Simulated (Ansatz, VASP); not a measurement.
# Sb: VASP beside Ansatz

The input POSCAR:

```
Sb
1.0
    0.0000000000      2.3210447907      2.3210447907
    2.3210447907      0.0000000000      2.3210447907
    2.3210447907      2.3210447907      0.0000000000
Sb
1
Direct
    0.0000000000      0.0000000000      0.0000000000
```

The input INCAR.step1:

```
PREC = Accurate ; ENCUT = 520
ISMEAR = -1 ; SIGMA = 0.1
LREAL = False ; LASPH = True
NELM = 60 ; NBANDS = 8
GGA = PE ; ALGO = Normal
EDIFF = 1E-4 ; LWAVE = True
LCHARG = False
```

Contents of INCAR.step2:

```
PREC = Accurate ; ENCUT = 520
EDIFF = 1E-6 ; ISMEAR = -1
SIGMA = 0.1 ; LREAL = False
LASPH = True ; NELM = 60
ALGO = Normal ; ISIF = 2
LWAVE = False ; LCHARG = True
METAGGA = R2SCAN ; LMIXTAU = True
LELF = True ; LVHAR = True
NBANDS = 8 ; ISTART = 1
```

The input KPOINTS:

```
Automatic mesh
0
Gamma
  13 13 13
```

Input for Ansatz:

```yaml
crystal:
  lattice:
    - [0.0, 2.3210447907, 2.3210447907]
    - [2.3210447907, 0.0, 2.3210447907]
    - [2.3210447907, 2.3210447907, 0.0]
  atoms:
    - { symbol: Sb, position: [0.0, 0.0, 0.0] }
hamiltonian:
  xc: r2scan
  pseudopotentials:
    kind: paw
    azcp:
      Sb: "pseudopotentials/Sb.paw.azcp"
basis:
  ecutwfc: 500
  fft_grid_basis: typed
kpoints:
  mp_grid: { grid: [13, 13, 13], shift: [0, 0, 0] }
magnetization:
  spin_polarized: false
scf:
  occupations: { method: fermi_dirac, width: 0.1 }
  lower_state_search: "off"
output:
  stress: true
```

Alike in both runs: task single point; functional r2SCAN; k mesh 13 × 13 × 13; occupations fermi-dirac, width 0.1 eV; no spin polarisation.

|  | VASP | Ansatz |
| --- | --- | --- |
| version | VASP 6.6.1 | Ansatz 0.2.0 |
| potentials or method | VASP PAW PBE potentials, release 64 (Sb), cutoff 520 eV | plane waves (500 eV) with PAW, scalar-relativistic |
| valence electrons in the cell | 5 | 15 |

|  | VASP | Ansatz | Ansatz less VASP |
| --- | --- | --- | --- |
| pressure (GPa) | 6.0 | 6.0 | +0.05 |

VASP's potentials were made for PBE, not for r2SCAN. VASP's potentials hold 5 valence electrons a cell and Ansatz's 15, so a difference there can come from the potentials and not from the codes.

Spin-orbit coupling is off throughout.
